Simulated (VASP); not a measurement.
# SiC (P6_3mc) in VASP: notebook

Runs on SiC. Level: PBE+D3(BJ). Tasks: single point, relaxation of cell and atoms.

All numbers are computed with VASP 6.6.1; they aren't measurements. Logs are shortened: lines on timing, memory, paths and dates and some standing lists are left out, and cuts for length are marked.

## 1. The cell of the first run

Symmetry: P6_3mc, No. 186, hexagonal system. The conventional cell has a = 3.070 Å, b = 3.070 Å, c = 5.038 Å, α = 90.00°, β = 90.00°, γ = 120.00°. Within 2.5 Å of Si (site symmetry 3m) lie 4 C at 1.88 to 1.89 Å. Within 2.5 Å of C (site symmetry 3m) lie 4 Si at 1.88 to 1.89 Å.

## 2. Single point, PBE+D3(BJ)

Contents of INCAR:

```
ALGO = Normal ; EDIFF = 1E-7
ENCUT = 520 ; GGA = PE
ISIF = 2 ; ISMEAR = 0
IVDW = 12 ; LASPH = True
LCHARG = True ; LELF = True
LREAL = False ; LVHAR = True
LWAVE = False ; NBANDS = 16
NELM = 60 ; PREC = Accurate
SIGMA = 0.02
```

Contents of KPOINTS:

```
k-points
0
Gamma
  12 12 6
```

Contents of POSCAR:

```
SiC
1.0
    3.0701407922      0.0000000000      0.0000000000
   -1.5350703961      2.6588199193      0.0000000000
    0.0000000000      0.0000000000      5.0381492169
Si C
2 2
Direct
    0.6666666667      0.3333333333     -0.0003978817
    0.3333333333      0.6666666667      0.4996021183
    0.6666666667      0.3333333333      0.3753978817
    0.3333333333      0.6666666667      0.8753978817
```

Potentials or basis: VASP PAW PBE potentials, release 64 (Si, C).

Run with:

```
cat potpaw_PBE.64/Si/POTCAR potpaw_PBE.64/C/POTCAR > POTCAR
mpirun -np 1 vasp_std > vasp.out
```

OUTCAR:

```text
EDIFF = 1E-7
   ENCUT = 520
   GGA = PE
   ISIF = 2
   ISMEAR = 0
   IVDW = 12
   LASPH = True
   LREAL = False
   NELM = 60
   PREC = Accurate
 IVDW          = 12

 ion  position               nearest neighbor table
   1  0.667  0.333  1.000-   4 1.88   4 1.88   4 1.88   3 1.89   2 3.08   2 3.08   2 3.08   2 3.08
                             2 3.08   2 3.08
   2  0.333  0.667  0.500-   3 1.88   3 1.88   3 1.88   4 1.89   1 3.08   1 3.08   1 3.08   1 3.08
                             1 3.08   1 3.08
   3  0.667  0.333  0.375-   2 1.88   2 1.88   2 1.88   1 1.89
   4  0.333  0.667  0.875-   1 1.88   1 1.88   1 1.88   2 1.89

  LATTYP: Found a hexagonal cell.
 ALAT       =     3.0701407922
 C/A-ratio  =     1.6410156921

  Lattice vectors:

 A1 = (   3.0701407922,   0.0000000000,   0.0000000000)
 A2 = (  -1.5350703961,   2.6588199193,   0.0000000000)
 A3 = (   0.0000000000,   0.0000000000,   5.0381492169)

Analysis of symmetry for initial positions (statically):
=====================================================================
 Subroutine PRICEL returns:
 Original cell was already a primitive cell.

 Routine SETGRP: Setting up the symmetry group for a
 hexagonal supercell.

 Subroutine GETGRP returns: Found 12 space group operations
 (whereof  6 operations were pure point group operations)
 out of a pool of 24 trial point group operations.

The static configuration has the point symmetry C_3v.
 The point group associated with its full space group is C_6v.

Analysis of symmetry for dynamics (positions and initial velocities):
=====================================================================
 Subroutine PRICEL returns:
 Original cell was already a primitive cell.

 Routine SETGRP: Setting up the symmetry group for a
 hexagonal supercell.

 Subroutine GETGRP returns: Found 12 space group operations
 (whereof  6 operations were pure point group operations)
 out of a pool of 24 trial point group operations.

The dynamic configuration has the point symmetry C_3v.
 The point group associated with its full space group is C_6v.

 Subroutine INISYM returns: Found 12 space group operations
 (whereof  6 operations are pure point group operations),
 and found     1 'primitive' translations

----------------------------------------------------------------------------------------

                                     Primitive cell

  volume of cell :      41.1262

  direct lattice vectors                    reciprocal lattice vectors
     3.070140792  0.000000000  0.000000000     0.325717961  0.188053353  0.000000000
    -1.535070396  2.658819919  0.000000000     0.000000000  0.376106705  0.000000000
     0.000000000  0.000000000  5.038149217     0.000000000  0.000000000  0.198485586

  length of vectors
     3.070140792  3.070140792  5.038149217     0.376106705  0.376106705  0.198485586

  position of ions in fractional coordinates (direct lattice)
     0.666666667  0.333333333  0.999602118
     0.333333333  0.666666667  0.499602118
     0.666666667  0.333333333  0.375397882
     0.333333333  0.666666667  0.875397882

  ion indices of the primitive-cell ions
   primitive index   ion index
                 1           1
                 2           2
                 3           3
                 4           4

----------------------------------------------------------------------------------------

 KPOINTS: k-points

Automatic generation of k-mesh.
 Grid dimensions read from file:
 generate k-points for:   12   12    6

 Generating k-lattice:

  Cartesian coordinates                     Fractional coordinates (reciprocal lattice)
     0.027143163  0.015671113  0.000000000     0.083333333  0.000000000  0.000000000
     0.000000000  0.031342225  0.000000000     0.000000000  0.083333333  0.000000000
     0.000000000  0.000000000  0.033080931     0.000000000  0.000000000  0.166666667

  Length of vectors
     0.031342225  0.031342225  0.033080931

  Shift w.r.t. Gamma in fractional coordinates (k-lattice)
     0.000000000  0.000000000  0.000000000

 Subroutine IBZKPT returns following result:
 ===========================================

 Found     76 irreducible k-points:

 Following reciprocal coordinates:
            Coordinates               Weight
  0.000000  0.000000  0.000000      1.000000
  0.083333  0.000000  0.000000      6.000000
  0.166667  0.000000  0.000000      6.000000
  0.250000  0.000000  0.000000      6.000000
  0.333333  0.000000  0.000000      6.000000
  0.416667  0.000000  0.000000      6.000000
[... 16 lines left out ...]
  0.250000  0.000000  0.166667     12.000000
  0.333333  0.000000  0.166667     12.000000
 [... further k-points ...]
   k-points           NKPTS =     76   k-points in BZ     NKDIM =     76   number of bands    NBANDS=     16
   number of dos      NEDOS =    301   number of ions     NIONS =      4
   total plane-waves  NPLWV =  23040
   dimension x,y,z NGX =    24 NGY =   24 NGZ =   40
   dimension x,y,z NGXF=    48 NGYF=   48 NGZF=   80
   ions per type =               2   2
   NGX,Y,Z   is equivalent  to a cutoff of  13.00, 13.00, 13.20 a.u.
   NGXF,Y,Z  is equivalent  to a cutoff of  25.99, 25.99, 26.40 a.u.
 SYSTEM =  unknown system
   PREC   = accura    normal or accurate (medium, high low for compatibility)
   ISTART =      0    job   : 0-new  1-cont  2-samecut
   ICHARG =      2    charge: 1-file 2-atom 10-const
   ISPIN  =      1    spin polarized calculation?
   LNONCOLLINEAR =      F non collinear calculations
   LSORBIT =      F    spin-orbit coupling
   LASPH  =      T    aspherical Exc in radial PAW
   ENCUT  =  520.0 eV  38.22 Ry    6.18 a.u.   5.71  5.71  9.37*2*pi/ulx,y,z
   NELM   =     60;   NELMIN=  2; NELMDL= -5     # of ELM steps
   EDIFF  = 0.1E-06   stopping-criterion for ELM
   LREAL  =      F    real-space projection
   EDIFFG = 0.1E-05   stopping-criterion for IOM
   NSW    =      0    number of steps for IOM
   IBRION =     -1    ionic relax: 0-MD 1-quasi-New 2-CG
   NFREE  =      0    steps in history (QN), initial steepest desc. (CG)
   ISIF   =      2    stress and relaxation
   ISYM   =      2    0-nonsym 1-usesym 2-fastsym
   POTIM  = 0.5000    time-step for ionic-motion
   TEBEG  =    0.0;   TEEND  =   0.0 temperature during run
   PSTRESS=    0.0 pullay stress
   NELECT =      16.0000    total number of electrons
   NUPDOWN=      -1.0000    fix difference up-down
   EMIN   =  10.00;   EMAX   =-10.00  energy-range for DOS
   EFERMI =   0.00;   METHOD = LEGACY
   ISMEAR =     0;   SIGMA  =   0.02  broadening in eV -4-tet -1-fermi 0-gaus
   EFERMI_NEDOS =   21; number of points for ismear=-14 and -15
   IALGO  =     38    algorithm
   IMIX   =      4    mixing-type and parameters
     AMIX     =   0.40;   BMIX     =  1.00
     AMIX_MAG =   1.60;   BMIX_MAG =  1.00
  volume/ion in A,a.u.               =      10.28        69.38
  Fermi-wavevector in a.u.,A,eV,Ry     =   1.195112  2.258435 19.433114  1.428294
  Thomas-Fermi vector in A             =   2.331086
   LORBIT       =      0    0 simple, 1 ext, 2 COOP (PROOUT), +10 PAW based schemes
   GGA     = PE    functional components
   LHFCALC =     F    Hartree Fock is set to
   AEXX    =    0.0000 exact exchange contribution
   IVDW    =    12    specifies the selected vdW correction
   LEPSILON=     F    determine dielectric tensor
   LRPA    =     F    only Hartree local field effects (RPA)
 non-spin polarized calculation
 Gauss-broadening in eV      SIGMA  =   0.02
  energy-cutoff  :      520.00
  volume of cell :       41.13
 maximum number of plane-waves:      1124
 NGX is ok and might be reduce to    24
   NGX = 11   NGY = 11   NGZ = 19

 number of electron      16.0000000 magnetization

 Free energy of the ion-electron system (eV)
  ---------------------------------------------------
  ext. energy  EPLUGINS =         0.00000000
  ---------------------------------------------------
  free energy    TOTEN  =       -30.09742505 eV

  energy without entropy =      -30.09742505  energy(sigma->0) =      -30.09742505

 E-fermi :   8.4398     XC(G=0): -11.3754

 val. band max:        8.3254690301   @ k =   0.0000   0.0000   0.0000
 cond. band min:      10.5898192958   @ k =   0.3333   0.3333   0.0000
 fundamental gap:      2.2643502657
 Fermi energy:         8.4398207052

 k-point     1 :       0.0000    0.0000    0.0000
  band No.  band energies     occupation
      1      -7.2902      2.00000
      2      -3.7011      2.00000
      3      -0.4057      2.00000
      4       7.0054      2.00000
      5       7.0054      2.00000
      6       8.2130      2.00000
[... 8 lines left out ...]
     15      17.3220      0.00000
     16      19.7090      0.00000

 k-point     2 :       0.0833    0.0000    0.0000
  band No.  band energies     occupation
      1      -7.1691      2.00000
      2      -3.5978      2.00000
      3      -0.2939      2.00000
      4       6.3201      2.00000
      5       6.7934      2.00000
      6       7.8639      2.00000
[... 8 lines left out ...]
     15      17.6247      0.00000
     16      18.7502      0.00000

 k-point     3 :       0.1667    0.0000    0.0000
  band No.  band energies     occupation
      1      -6.8090      2.00000
      2      -3.2969      2.00000
      3       0.0326      2.00000
      4       4.8271      2.00000
      5       6.3141      2.00000
      6       6.7498      2.00000
[... 8 lines left out ...]
     15      17.9171      0.00000
     16      18.2721      0.00000
[... 362 lines left out ...]
 k-point    23 :       0.2500    0.0000    0.1667
  band No.  band energies     occupation
      1      -6.0883      2.00000
      2      -3.3233      2.00000
      3       1.1313      2.00000
      4       3.4011      2.00000
      5       4.9727      2.00000
      6       5.8923      2.00000
[... 8 lines left out ...]
     15      19.1339      0.00000
     16      19.1792      0.00000

 k-point    24 :       0.3333    0.0000    0.1667
  band No.  band energies     occupation
      1      -5.3046      2.00000
      2      -2.7335      2.00000
      3       0.9815      2.00000
      4       2.6617      2.00000
      5       3.5391      2.00000
      6       5.4667      2.00000
[... 8 lines left out ...]
     15      19.6901      0.00000
     16      20.4341      0.00000

 [... further k-points ...]

------------------------ aborting loop because EDIFF is reached ----------------------------------------

 Edisp (eV)   -1.21007

 E8    (eV) :    -0.4542

  FORCE on cell =-STRESS in cart. coord.  units (eV):
  Direction    XX          YY          ZZ          XY          YZ          ZX
  --------------------------------------------------------------------------------------
  -------------------------------------------------------------------------------------
  Total      -0.01546    -0.01546    -0.01184     0.00000     0.00000     0.00000
  in kB      -0.60209    -0.60209    -0.46107     0.00000     0.00000     0.00000
  external pressure =       -0.56 kB  Pullay stress =        0.00 kB

 VOLUME and BASIS-vectors are now :
 -----------------------------------------------------------------------------
  energy-cutoff  :      520.00
  volume of cell :       41.13
      direct lattice vectors                 reciprocal lattice vectors
     3.070140792  0.000000000  0.000000000     0.325717961  0.188053353  0.000000000
    -1.535070396  2.658819919  0.000000000     0.000000000  0.376106705  0.000000000
     0.000000000  0.000000000  5.038149217     0.000000000  0.000000000  0.198485586

 POSITION                                       TOTAL-FORCE (eV/Angst)
 -----------------------------------------------------------------------------------
      1.53507      0.88627      5.03614         0.000000     -0.000000     -0.000105
     -0.00000      1.77255      2.51707        -0.000000      0.000000     -0.000105
      1.53507      0.88627      1.89131        -0.000000      0.000000      0.000105
     -0.00000      1.77255      4.41039         0.000000     -0.000000      0.000105
 -----------------------------------------------------------------------------------
    total drift:                                0.000000     -0.000000     -0.000183

  FREE ENERGIE OF THE ION-ELECTRON SYSTEM (eV)
  ---------------------------------------------------
  free  energy   TOTEN  =       -31.3074983003 eV

  energy  without entropy=      -31.3074983003  energy(sigma->0) =      -31.30749830
```

Wall time 73 s (1 thread of Intel Xeon 8259CL, shared host); peak memory 0.19 GiB.

What came out:

- Free energy: -31.3075 eV
- Pressure: -0.1 GPa
- Band gap on the k mesh: 2.26 eV (least direct gap 3.98 eV)
- Dispersion energy per atom: -0.303 eV

A k mesh can miss the band edges.

## 3. Relaxation of cell and atoms, PBE+D3(BJ)

This run uses another cell than the first one, of 10.50 Å³/atom.

Contents of INCAR:

```
PREC     = Accurate       # precision mode
ENCUT    = 600            # plane-wave cutoff, eV
EDIFF    = 1E-6           # SCF threshold, eV
ISMEAR   = 0              # smearing method
SIGMA    = 0.02           # smearing width, eV
LREAL    = False          # projectors in reciprocal space
LASPH    = True           # aspherical terms in the spheres
NELM     = 100            # most SCF steps
ALGO     = Normal         # electronic algorithm
ISIF     = 3              # what is computed and relaxed
LWAVE    = False          # write WAVECAR
LCHARG   = False          # write CHGCAR
GGA      = PE             # functional
IVDW     = 12             # dispersion correction
IBRION   = 2              # ionic algorithm
NSW      = 70             # ionic steps
EDIFFG   = -0.005         # ionic threshold
```

Contents of KPOINTS:

```
Automatic mesh
0
Gamma
  12 12 6
```

Contents of POSCAR:

```
SiC
1.0
    3.0919379459      0.0000000000      0.0000000000
   -1.5459689730      2.6776968081      0.0000000000
    0.0000000000      0.0000000000      5.0742918075
Si C
2 2
Direct
    0.6666666667      0.3333333333     -0.0004183979
    0.3333333333      0.6666666667      0.4995816021
    0.6666666667      0.3333333333      0.3754183979
    0.3333333333      0.6666666667      0.8754183979
```

Potentials or basis: VASP PAW PBE potentials, release 64 (Si, C).

Run with:

```
cat potpaw_PBE.64/Si/POTCAR potpaw_PBE.64/C/POTCAR > POTCAR
mpirun -np 1 vasp_std > vasp.out
```

Run time: 4 min. Hardware: 1 thread of Intel Xeon 8259CL, shared host; peak memory 0.21 GiB.

The run converged. Its results:

| Quantity | Value |
| --- | --- |
| Free energy | -31.3114 eV |
| Relaxed volume | 10.27 Å³/atom |
| Relaxed cell | a = 3.069 Å, b = 3.069 Å, c = 5.037 Å, α = 90.00°, β = 90.00°, γ = 120.00° |
| Space group after relaxing (to 0.1 Å) | P6_3mc (No. 186) |
| Energy gained by relaxing | 3.5 meV/atom |
| Ionic steps | 6 |
| Pressure after relaxing | 0.0 GPa |
| Band gap on the k mesh | 2.26 eV (least direct gap 3.98 eV) |
| Dispersion energy per atom | -0.303 eV |

Step by step:
| step | energy change (eV) | largest force (eV/Å) | pressure (GPa) | volume (Å³) |
| --- | --- | --- | --- | --- |
| 1 | 0.0000 | 0.0008 | -4.72 | 42.01 |
| 2 | 0.0011 | 0.0093 | 5.31 | 40.16 |
| 3 | -0.0139 | 0.0047 | 0.00 | 41.09 |
| 4 | -0.0139 | 0.0048 | 0.09 | 41.07 |
| 5 | -0.0139 | 0.0063 | -0.08 | 41.10 |
| 6 | -0.0139 | 0.0009 | 0.00 | 41.09 |

Final structure:
```xyz
4
Lattice="3.0691 0.0000 0.0000 -1.5346 2.6579 0.0000 0.0000 0.0000 5.0365" Properties=species:S:1:pos:R:3 pbc="T T T"
Si    1.5346    0.8860    5.0346
Si    0.0000    1.7720    2.5163
C     1.5346    0.8860    1.8907
C     0.0000    1.7720    4.4089
```

Levels at points of the mesh, in eV from the valence-band top:
| k point | band 6 | band 7 | band 8 | band 9 | band 10 | band 11 |
| --- | --- | --- | --- | --- | --- | --- |
| (0.00, 0.00, 0.00) | -0.11 | 0.00 | 0.00 | 4.86 | 6.28 | 6.71 |
| (0.50, 0.00, 0.00) | -3.33 | -3.31 | -1.20 | 2.79 | 4.23 | 6.93 |
| (0.00, 0.00, 0.50) | -0.71 | -0.71 | -0.71 | 5.95 | 5.95 | 7.39 |
| (0.50, 0.00, 0.50) | -2.45 | -2.34 | -2.34 | 3.30 | 3.30 | 5.29 |

A k mesh can miss the band edges.
